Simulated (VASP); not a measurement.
Runs of VASP 6.6.1 on GaSb. The structure is that of space group F-43m (No. 216), or close to it. The cells are those of the table. 

```csv
task,cell,cutoff (eV),ions in elastic constants,k mesh for the DOS,occupations for the DOS,gap on the mesh (eV),pressure (GPa)
single point,"a = 4.378 Å, angles 60.0°, 2 atoms",520,-,-,-,none,-1.8
single point,"a = 4.322 Å, angles 60.0°, 2 atoms",520,-,-,-,-,0.1
single point,"a = 4.293 Å, angles 60.0°, 2 atoms",520,-,-,-,0.16,1.2
single point,"a = 4.340 Å, angles 60.0°, 2 atoms",520,-,-,-,none,-0.6
single point,"a = 4.350 Å, angles 60.0°, 2 atoms",520,-,-,-,none,-0.9
single point,"a = 4.343, b = 4.322 Å, angles 60.2, 59.7, 60.2°, 2 atoms",520,-,-,-,none,(b)
single point,"a = 4.334 Å, angles 60.0°, 2 atoms",520,-,-,-,none,(c)
single point,"a = 4.263 Å, angles 60.0°, 2 atoms",520,-,-,-,(a),2.4
```

Alike in all rows: level PBEsol; potentials or basis VASP PAW PBE potentials, release 64 (Ga_d, Sb); no spin polarisation; k mesh 10 × 10 × 10; smearing gaussian 0.05 eV.

Fill in the values left out.

(a) 0.31; (b) -0.4; (c) -0.3.

Caveats: the PAW data sets were made with another functional, which shifts forces and pressure a little; spin-orbit coupling is left out, which moves the levels of the heavy elements.

A k mesh can miss the band edges, and the runs leave out spin-orbit coupling on Ga, Sb.

A gap of «none» marks levels without a gap at the run's occupations.
